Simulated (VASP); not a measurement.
**LiOs: single point with PBE**

LiOs:

```
CELL_PARAMETERS angstrom
1.31528 0.75938 4.60417
-1.31528 0.75938 4.60417
0.00000 -1.51876 4.60417
ATOMIC_POSITIONS crystal
Li 0.00000 0.00000 0.00000
Os 0.50000 0.50000 0.50000
```

| Quantity | Value |
| --- | --- |
| Program | VASP 6.6.1 |
| Task | single point |
| Functional | PBE |
| Potentials or basis | VASP PAW PBE potentials, release 64 (Li_sv, Os) |
| Cutoff | 750 eV |
| k mesh | 6 × 6 × 6 |
| Occupations | gaussian, width 0.1 eV |
| Spin | no spin polarisation |
| Dipole correction | no |
| Further INCAR settings | ALGO = Normal; EDIFF = 1e-06; NBANDS = 12 |

| Item | Value |
| --- | --- |
| Pressure | -0.2 GPa |

Levels at points of the mesh, in eV from the Fermi level:
```
           k point  band 3  band 4  band 5  band 6  band 7  band 8  band 9  band 10
(0.00, 0.00, 0.00)   -4.07   -1.74   -1.74   -0.34    1.60    1.60    6.65    16.42
(0.50, 0.00, 0.00)   -4.28   -1.75    0.39    1.90    4.00    5.24    6.81    10.29
(0.50, 0.50, 0.00)   -4.09   -0.71    0.48    0.58    2.77    4.00    8.65    10.64
(0.50, 0.50, 0.50)   -3.06   -2.57   -1.74   -1.74    1.61    1.61   10.17    13.58
```

Wall time 73 s on 1 thread of Intel Xeon 8259CL (shared host), peak memory 0.33 GiB.

Caveat: the k points lie up to 0.47 Å⁻¹ apart; spin-orbit coupling is left out, which moves the levels of the heavy elements.
